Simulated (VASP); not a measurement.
# CuO (C2/c) in VASP: single point with PBEsol+U

Aim: the single point of CuO with PBEsol+U.

All numbers are computed with VASP 6.6.1; they aren't measurements. Logs are shortened: lines on timing, memory, paths and dates and some standing lists are left out, and cuts for length are marked.

## (1) The cell of the first run

It takes space group C2/c (No. 15, monoclinic). Conventional cell: a = 4.684 Å, b = 3.423 Å, c = 5.129 Å, α = 90.00°, β = 99.54°, γ = 90.00°. Within 2.6 Å of Cu (site symmetry -1) lie 4 O at 1.95 to 1.96 Å. Within 3.0 Å of O (site symmetry 2) lie 6 Cu at 1.95 to 2.78 Å and 6 O at 2.62 to 2.90 Å.

## (2) Single point, PBEsol+U, collinear spin

File INCAR:

```
SYSTEM = CuO
PREC = Accurate
ENCUT = 520
EDIFF = 1E-6
ISMEAR = 0
SIGMA = 0.05
LREAL = .FALSE.
LASPH = .TRUE.
NELM = 150
ALGO = Normal
ISIF = 2
LWAVE = .FALSE.
LCHARG = .TRUE.
ISPIN = 2
MAGMOM = 0.5 0.5 0.5 0.5 0 0 0 0
LORBIT = 11
NUPDOWN = 2.0
LMAXMIX = 4
LDAU = .TRUE.
LDAUTYPE = 2
LDAUL = 2 -1
LDAUU = 7 0
LDAUJ = 0 0
LDAUPRINT = 1
GGA = PS
LELF = .TRUE.
LVHAR = .TRUE.
NBANDS = 48
```

File KPOINTS:

```
regular mesh
0
G
  7 7 4
  0 0 0
```

File POSCAR:

```
CuO
1.0
    4.6836992400      0.0000000000      0.0000000000
    4.6836992400      3.4225994400      0.0000000000
   -0.8500298600      0.0000000000      5.0578691900
Cu O
4 4
Direct
    0.0000000000      0.2500000000      0.0000000000
    0.5000000000      0.7500000000      0.5000000000
    0.0000000000      0.7500000000      0.0000000000
    0.5000000000      0.2500000000      0.5000000000
    0.5816000000      0.9184000000      0.2500000000
    0.4184000000      0.0816000000      0.7500000000
    0.5816000000      0.4184000000      0.2500000000
    0.4184000000      0.5816000000      0.7500000000
```

Potentials or basis: VASP PAW PBE potentials, release 64 (Cu, O).

Launch:

```bash
$ cat potpaw_PBE.64/Cu/POTCAR potpaw_PBE.64/O/POTCAR > POTCAR
$ mpirun -np 1 vasp_std > vasp.out
```

OUTCAR:

```text
SYSTEM = CuO
   PREC = Accurate
   ENCUT = 520
   EDIFF = 1E-6
   ISMEAR = 0
   LREAL = .FALSE.
   LASPH = .TRUE.
   NELM = 150
   ISIF = 2
   ISPIN = 2
   LORBIT = 11
   NUPDOWN = 2.0
   GGA = PS

 ion  position               nearest neighbor table
   1  0.000  0.250  0.000-   5 1.95   8 1.95   7 1.96   6 1.96
   2  0.500  0.750  0.500-   6 1.95   7 1.95   5 1.96   8 1.96
   3  0.000  0.750  0.000-   7 1.95   6 1.95   8 1.96   5 1.96
   4  0.500  0.250  0.500-   5 1.95   8 1.95   7 1.96   6 1.96
   5  0.582  0.918  0.250-   4 1.95   1 1.95   2 1.96   3 1.96
   6  0.418  0.082  0.750-   2 1.95   3 1.95   4 1.96   1 1.96
   7  0.582  0.418  0.250-   2 1.95   3 1.95   4 1.96   1 1.96
   8  0.418  0.582  0.750-   4 1.95   1 1.95   2 1.96   3 1.96

  LATTYP: Found a simple monoclinic cell.
 ALAT       =     4.6836992400
 B/A-ratio  =     0.7307470580
 C/A-ratio  =     1.0950319264
 COS(beta)  =    -0.1657365907

  Lattice vectors:

 A1 = (   4.6836992400,   0.0000000000,   0.0000000000)
 A2 = (   0.0000000000,   3.4225994400,   0.0000000000)
 A3 = (  -0.8500298600,   0.0000000000,   5.0578691900)

Analysis of symmetry for initial positions (statically):
=====================================================================
 Subroutine PRICEL returns following result:

  LATTYP: Found a base centered monoclinic cell.
 ALAT       =     4.6836992400
 B/A-ratio  =     0.7307470580
 C/A-ratio  =     1.0950319264
 COS(beta)  =    -0.1657365907
[... 12 lines left out ...]
 Subroutine GETGRP returns: Found  4 space group operations
 (whereof  2 operations were pure point group operations)
 out of a pool of  4 trial point group operations.

The static configuration has the point symmetry S_2 .
 The point group associated with its full space group is C_2h.

Analysis of symmetry for dynamics (positions and initial velocities):
=====================================================================
 Subroutine PRICEL returns following result:

  LATTYP: Found a base centered monoclinic cell.
 ALAT       =     4.6836992400
 B/A-ratio  =     0.7307470580
 C/A-ratio  =     1.0950319264
 COS(beta)  =    -0.1657365907
[... 12 lines left out ...]
 Subroutine GETGRP returns: Found  4 space group operations
[... 306 lines left out ...]
  o =  0.9743  v =  0.0610 -0.6510  0.1364  0.2326 -0.7069  0.0000  0.0000  0.0000  0.0000  0.0000      0.0000  0.0000  0.0000  0.0000  0.0000  0.0000  0.0000  0.0000  0.0000  0.0000
  o =  0.9794  v =  0.0000  0.0000  0.0000  0.0000  0.0000 -0.4790  0.2163  0.8328 -0.1470 -0.0924      0.0000  0.0000  0.0000  0.0000  0.0000  0.0000  0.0000  0.0000  0.0000  0.0000
  o =  0.9815  v =  0.5043 -0.1715 -0.8170  0.1930  0.1074  0.0000  0.0000  0.0000  0.0000  0.0000      0.0000  0.0000  0.0000  0.0000  0.0000  0.0000  0.0000  0.0000  0.0000  0.0000

 number of electron      68.0000016 magnetization       2.0000001

 Free energy of the ion-electron system (eV)
  ---------------------------------------------------
  ext. energy  EPLUGINS =         0.00000000
  ---------------------------------------------------
  free energy    TOTEN  =       -34.14262528 eV

  energy without entropy =      -34.13640523  energy(sigma->0) =      -34.13951525

 E-fermi :   5.3504     XC(G=0): -12.1033

 val. band max:        5.3427647833   @ k =   0.2857  -0.0000   0.5000
 cond. band min:       4.6075144065   @ k =  -0.1429  -0.1429   0.2500
 fundamental gap:     -0.7352503767
 Fermi energy:         4.5905784734

 spin component 1

 k-point     1 :       0.0000    0.0000    0.0000
  band No.  band energies     occupation
      1     -14.4880      1.00000
      2     -13.1527      1.00000
      3     -13.1052      1.00000
      4     -13.0520      1.00000
      5      -3.3416      1.00000
      6      -2.6367      1.00000
[... 2345 lines left out ...]
     45      17.7547      0.00000
     46      18.5504      0.00000

 [... further k-points ...]

 [bands above 46 left out]

------------------------ aborting loop because EDIFF is reached ----------------------------------------

  FORCE on cell =-STRESS in cart. coord.  units (eV):
  Direction    XX          YY          ZZ          XY          YZ          ZX
  --------------------------------------------------------------------------------------
  -------------------------------------------------------------------------------------
  Total       -3.7562075     -2.3822618     -4.3282158      0.0000000      0.0000000      0.4098486
  in kB      -74.2245364    -47.0746835    -85.5277063      0.0000000      0.0000000      8.0988127
  external PRESSURE =     -68.9423088 kB  Pullay stress =       0.0000000 kB

 VOLUME and BASIS-vectors are now :
 -----------------------------------------------------------------------------
  energy-cutoff  :      520.00
  volume of cell :       81.08
      direct lattice vectors                 reciprocal lattice vectors
     4.683699240  0.000000000  0.000000000     0.213506451 -0.292175587  0.035882078
     4.683699240  3.422599440  0.000000000     0.000000000  0.292175587  0.000000000
    -0.850029860  0.000000000  5.057869190     0.000000000  0.000000000  0.197711717

 POSITION                                       TOTAL-FORCE (eV/Angst)
 -----------------------------------------------------------------------------------
      1.17092      0.85565      0.00000        -0.000000      0.000000      0.000000
      5.42961      2.56695      2.52893        -0.000000      0.000000      0.000000
      3.51277      2.56695      0.00000        -0.000000      0.000000      0.000000
      3.08776      0.85565      2.52893        -0.000000      0.000000      0.000000
      6.81304      3.14332      1.26447        -0.000000      0.219521     -0.000000
      1.70433      0.27928      3.79340         0.000000     -0.219521      0.000000
      4.47119      1.43202      1.26447         0.000000      0.219521     -0.000000
      4.04618      1.99058      3.79340         0.000000     -0.219521      0.000000
 -----------------------------------------------------------------------------------
    total drift:                                0.000000     -0.000000      0.000000

  FREE ENERGIE OF THE ION-ELECTRON SYSTEM (eV)
  ---------------------------------------------------
  free  energy   TOTEN  =       -34.1426252809 eV

  energy  without entropy=      -34.1364052261  energy(sigma->0) =      -34.13951525

 total charge

# of ion       s       p       d       tot
------------------------------------------
    1        0.364   0.381   9.285  10.031
    2        0.364   0.381   9.285  10.031
    3        0.364   0.381   9.285  10.031
    4        0.364   0.381   9.285  10.031
    5        1.565   3.366   0.000   4.931
    6        1.565   3.366   0.000   4.931
    7        1.565   3.366   0.000   4.931
    8        1.565   3.366   0.000   4.931
--------------------------------------------------
tot          7.716  14.989  37.142  59.846

 magnetization (x)

# of ion       s       p       d       tot
------------------------------------------
    1       -0.001   0.003   0.382   0.384
    2       -0.001   0.003   0.382   0.384
    3       -0.001   0.003   0.382   0.384
    4       -0.001   0.003   0.382   0.384
    5        0.008   0.097   0.000   0.105
    6        0.008   0.097   0.000   0.105
    7        0.008   0.097   0.000   0.105
    8        0.008   0.097   0.000   0.105
--------------------------------------------------
tot          0.027   0.401   1.528   1.956
```

OSZICAR:

```text
N       E                     dE             d eps       ncg     rms          rms(c)
DAV:   1     0.804074392749E+03    0.80407E+03   -0.30378E+04 12272   0.233E+03
DAV:   2     0.127640276248E+03   -0.67643E+03   -0.62055E+03 11528   0.529E+02
DAV:   3    -0.272759147453E+02   -0.15492E+03   -0.14642E+03 12576   0.239E+02
DAV:   4    -0.391181521690E+02   -0.11842E+02   -0.11593E+02 14888   0.751E+01
DAV:   5    -0.393335489217E+02   -0.21540E+00   -0.21523E+00 13912   0.112E+01    0.182E+01
DAV:   6    -0.352432129900E+02    0.40903E+01   -0.33740E+01 17624   0.138E+02    0.101E+01
DAV:   7    -0.339213808153E+02    0.13218E+01   -0.10286E+01 15096   0.746E+01    0.349E+00
DAV:   8    -0.340955773933E+02   -0.17420E+00   -0.15235E+00 16240   0.945E+00    0.227E+00
DAV:   9    -0.341273263683E+02   -0.31749E-01   -0.10468E-01 20408   0.994E+00    0.688E-01
DAV:  10    -0.341414706475E+02   -0.14144E-01   -0.63368E-02 17904   0.260E+00    0.208E-01
DAV:  11    -0.341418576563E+02   -0.38701E-03   -0.50517E-03 16848   0.127E+00    0.103E-01
DAV:  12    -0.341424951763E+02   -0.63752E-03   -0.89262E-04 18696   0.413E-01    0.591E-02
DAV:  13    -0.341426074614E+02   -0.11229E-03   -0.20937E-04 18056   0.381E-01    0.310E-02
DAV:  14    -0.341426200542E+02   -0.12593E-04   -0.12099E-04 17008   0.891E-02    0.936E-03
DAV:  15    -0.341426247277E+02   -0.46734E-05   -0.64585E-06 12960   0.414E-02    0.328E-03
DAV:  16    -0.341426252809E+02   -0.55321E-06   -0.18032E-06  9128   0.236E-02
   1 F= -.34142625E+02 E0= -.34139515E+02  d E =-.622005E-02  mag=     2.0000
```

Wall time 8 min (1 thread of Intel Xeon Platinum 8488C (Sapphire Rapids), shared host); peak memory 0.5 GiB.

What came out:

| Property | Result |
| --- | --- |
| Free energy | -34.1426 eV |
| Pressure | -6.9 GPa |
| Largest force | 0.220 eV/Å |
| Net moment | 2.00 μB per cell |
| Site moments | Cu +0.38; O +0.10 μB |
| Valence electrons inside the program's atomic spheres | Cu 10.03; O 4.93 |

Forces on the atoms (eV/Å):
```
Cu   0.000  0.000  0.000
Cu   0.000  0.000  0.000
Cu   0.000  0.000  0.000
Cu   0.000  0.000  0.000
O    0.000  0.220  0.000
O    0.000 -0.220  0.000
O    0.000  0.220  0.000
O    0.000 -0.220  0.000
```

Eigenvalues of the final occupation matrices:
```
    site  spin  trace               eigenvalues
site 1 d     1   4.85  0.95 0.96 0.97 0.97 0.98
site 1 d     2   4.46  0.58 0.96 0.97 0.97 0.98
site 2 d     1   4.85  0.95 0.96 0.97 0.97 0.98
site 2 d     2   4.46  0.58 0.96 0.97 0.97 0.98
site 3 d     1   4.85  0.95 0.96 0.97 0.97 0.98
site 3 d     2   4.46  0.58 0.96 0.97 0.97 0.98
site 4 d     1   4.85  0.95 0.96 0.97 0.97 0.98
site 4 d     2   4.46  0.58 0.96 0.97 0.97 0.98
```

Caveat: the cell stands under tension; the PAW data sets were made with another functional, which shifts forces and pressure a little; the total moment is fixed, so each spin has its own Fermi level and the state may be an excited one.
